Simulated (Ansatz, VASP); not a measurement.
## Two plane-wave programs on C

```
CELL_PARAMETERS angstrom
2.55629 1.47588 6.70901
-2.55629 1.47588 6.70901
0.00000 -2.95175 6.70901
ATOMIC_POSITIONS crystal
C 0.92442 0.65121 0.92442
C 0.92442 0.92442 0.65121
C 0.65121 0.92442 0.92442
C 0.07558 0.34879 0.07558
C 0.34879 0.07558 0.07558
C 0.07558 0.07558 0.34879
C 0.15190 0.69532 0.15190
C 0.15190 0.15190 0.69532
C 0.69532 0.15190 0.15190
C 0.84810 0.30468 0.84810
C 0.30468 0.84810 0.84810
C 0.84810 0.84810 0.30468
```

Alike in both runs: functional PBEsol; k mesh 6 × 6 × 6; occupations gaussian, width 0.1 eV; no spin polarisation.

Ansatz relaxed the structure, and its values are those at the end. VASP's run is a single point on that final structure, the one shown.

|  | VASP | Ansatz |
| --- | --- | --- |
| version | VASP 6.6.1 | Ansatz 0.2.0 |
| potentials or method | VASP PAW PBE potentials, release 64 (C_h), cutoff 910 eV | scalar-relativistic, plane waves, PAW |
| valence electrons in the cell | 48 | 48 |

Ansatz gave:

| Item | Value |
| --- | --- |
| gap on the k mesh at the Fermi level (eV) | none |
| rms of the force components (eV/Å) | 0.002 |

**Question.** Which values does VASP return?

**Answer.** gap on the k mesh at the Fermi level (eV): none; rms of the force components (eV/Å): 0.019.

VASP's potentials were made for PBE, not for PBEsol. A gap of «none» marks a metal or a gap that the smearing closes.

Noted on VASP's run: the cutoff is short for stress, so the pressure is rough.
